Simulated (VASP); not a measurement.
PbS: single point with r2SCAN

PbS:

```
Pb S
1.0
     3.65366    0.00000    0.00000
     0.00000    3.65366    0.00000
     0.00000    0.00000    3.65366
Pb S
1 1
Direct
  0.00000 0.00000 0.00000
  0.50000 0.50000 0.50000
```

| Property | Result |
| --- | --- |
| Program | VASP 6.6.1 |
| Task | single point |
| Functional | r2SCAN |
| Potentials or basis | VASP PAW PBE potentials, release 64 (Pb_d, S) |
| Cutoff | 550 eV |
| k mesh | 4 × 4 × 4 |
| Occupations | fermi-dirac, width 0.051704 eV |
| Spin | no spin polarisation |
| Dipole correction | no |
| Further INCAR settings | ALGO = Normal; EDIFF = 1e-06; NBANDS = 17 |

```
Pressure               : -1.4 GPa
Band gap on the k mesh : zero (band 10 reaches 5.86 eV, above the bottom of band 11 at 5.71 eV)
```

Levels at points of the mesh, in eV from the Fermi level:
| k point | band 6 | band 7 | band 8 | band 9 | band 10 | band 11 | band 12 | band 13 | band 14 | band 15 |
| --- | --- | --- | --- | --- | --- | --- | --- | --- | --- | --- |
| (0.00, 0.00, 0.00) | -13.49 | -6.69 | -1.50 | -1.50 | -1.50 | 6.18 | 6.18 | 7.09 | 7.09 | 7.09 |
| (0.50, 0.00, 0.00) | -12.19 | -9.08 | -0.35 | -0.35 | 0.06 | 0.83 | 4.36 | 4.36 | 7.45 | 10.12 |
| (0.50, 0.50, 0.00) | -11.40 | -7.28 | -4.36 | -4.36 | -0.15 | 4.71 | 4.71 | 6.38 | 8.01 | 10.18 |
| (0.50, 0.50, 0.50) | -11.16 | -5.99 | -2.30 | -2.30 | -2.30 | -0.09 | -0.09 | -0.09 | 14.95 | 14.95 |

Run time: 30 s on 1 thread of Intel(R) Xeon(R) Platinum 8488C (Sapphire Rapids), with other jobs on the host, peak memory 0.16 GiB.

Caveat: the k points lie up to 0.43 Å⁻¹ apart; the PAW data sets were made with another functional, which shifts forces and pressure a little; spin-orbit coupling is left out, which moves the levels of the heavy elements.
